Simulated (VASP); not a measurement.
Si:

```
CELL_PARAMETERS angstrom
0.00000 2.72212 2.72212
2.72212 0.00000 2.72212
2.72212 2.72212 0.00000
ATOMIC_POSITIONS crystal
Si 0.00000 0.00000 0.00000
Si 0.25000 0.25000 0.25000
```

Base run:

| Property | Result |
| --- | --- |
| Program | VASP 6.6.1 |
| Functional | r2SCAN |
| Potentials or basis | VASP PAW PBE potentials, release 64 (Si) |
| Cutoff | 520 eV |
| k mesh | 6 × 6 × 6 |
| Occupations | tetrahedron |
| Spin | no spin polarisation |

Its results: band gap on the k mesh 0.93 eV (least direct gap 2.75 eV); pressure -0.2 GPa.

The run is repeated on the same cell with these changes: k mesh from 6 × 6 × 6 to 2 × 2 × 2; occupations from tetrahedron to gaussian, width 0.01 eV. What comes out?

Band gap on the k mesh 0.81 eV (least direct gap 2.70 eV); pressure 7.4 GPa.

Caveats: some runs use coarse meshes; the PAW data sets were made with another functional, which shifts forces and pressure a little.

A k mesh can miss the band edges.
